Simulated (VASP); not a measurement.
P, 4 atoms in the cell. It takes space group Cmce (No. 64, orthorhombic). Conventional cell: a = 3.295 Å, b = 10.930 Å, c = 4.544 Å, α = 90.00°, β = 90.00°, γ = 90.00°. Within 2.9 Å of P (site symmetry m) lie 3 P at 2.20 to 2.25 Å. 

* Program: VASP 6.6.1
* Task: single point
* Functional: PBE
* Potentials or basis: VASP PAW PBE potentials, release 64 (P)
* Cutoff: 520 eV
* k mesh: 4 × 4 × 3
* Occupations: fermi-dirac, width 0.03 eV
* Spin: no spin polarisation
* Dipole correction: no
* Further INCAR settings: ALGO = Normal; EDIFF = 1e-06; NBANDS = 18

Potentials or basis: VASP PAW PBE potentials, release 64 (P).

Launch:

```sh
$ cat potpaw_PBE.64/P/POTCAR > POTCAR
$ mpirun -np 1 vasp_std > vasp.out
```

Hardware: 1 thread of AMD EPYC 7R43 64-Core Processor (Zen 3) (shared host).

Problem. How long does it take, and how much memory?

Solution. Wall time 38 s on 1 thread of AMD EPYC 7R43 64-Core Processor (Zen 3) (shared host), peak memory 0.18 GiB. Counts: scf iterations 12, k points 14.
